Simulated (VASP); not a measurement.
A run of VASP 6.6.1 is set up as follows.

The input INCAR:

```
ALGO = Fast ; EDIFF = 1E-6
ENCUT = 520 ; GGA = PE
ISIF = 2 ; ISMEAR = 0
IVDW = 13 ; LASPH = True
LCHARG = False ; LREAL = False
LWAVE = False ; NBANDS = 17
NELM = 100 ; PREC = Accurate
SIGMA = 0.1
```

The input KPOINTS:

```
k-points
0
Gamma
  6 6 2
```

POSCAR

```
Sr
1.0
    4.3100002207      0.0000000000      0.0000000000
   -2.1550001104      3.7325696814      0.0000000000
    0.0000000000      0.0000000000      7.0500000000
Sr
2
Direct
    0.3333333333      0.6666666667      0.2500000000
    0.6666666667      0.3333333333      0.7500000000
```

Potentials or basis: VASP PAW PBE potentials, release 64 (Sr_sv).

Run with:

```bash
$ cat potpaw_PBE.64/Sr_sv/POTCAR > POTCAR
$ mpirun -np 1 vasp_std > vasp.out
```

Question: What does it give for the band gap on the k mesh?

Answer: Zero (bands 10 and 11 overlap by 0.24 eV).

Question: Estimate the dispersion energy per atom.

Answer: -0.137 eV.

Question: Estimate the pressure.

Answer: -0.5 GPa.

Stress tensor (GPa, compression positive):
```
-0.61  0.00  0.00
 0.00 -0.61  0.00
 0.00  0.00 -0.43
```

Caveat: the k points lie up to 0.45 Å⁻¹ apart.
